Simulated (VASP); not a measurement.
ZnO, 4 atoms in the cell. Symmetry: P6_3mc, No. 186, hexagonal system. Conventional cell: a = 3.203 Å, b = 3.203 Å, c = 5.158 Å, α = 90.00°, β = 90.00°, γ = 120.00°. Zn (site symmetry 3m) has 4 O at 1.95 to 1.96 Å within 2.6 Å. O (site symmetry 3m) has 4 Zn at 1.95 to 1.96 Å within 2.6 Å. 

* Program: VASP 6.6.1
* Task: single point
* Functional: r2SCAN
* Potentials or basis: VASP PAW PBE potentials, release 64 (Zn, O)
* Cutoff: 660 eV
* k mesh: 9 × 9 × 4
* Occupations: gaussian, width 0.01 eV
* Spin: no spin polarisation
* Dipole correction: no
* Further INCAR settings: ALGO = Normal; EDIFF = 1e-06; NBANDS = 26

Potentials or basis: VASP PAW PBE potentials, release 64 (Zn, O).

Command:

```sh
$ cat potpaw_PBE.64/Zn/POTCAR potpaw_PBE.64/O/POTCAR > POTCAR
$ cp INCAR.step1 INCAR
$ mpirun -np 1 vasp_std > vasp.out
$ cp INCAR.step2 INCAR
$ mpirun -np 1 vasp_std > vasp.out
```

Hardware: 1 thread of Intel(R) Xeon(R) 6975P-C (Granite Rapids), on a shared host.

Task: Estimate the wall time of this run.

Result: It took 3.2 min on 1 thread of Intel(R) Xeon(R) 6975P-C (Granite Rapids), on a shared host, peak memory 0.22 GiB. Counts: k points 36.
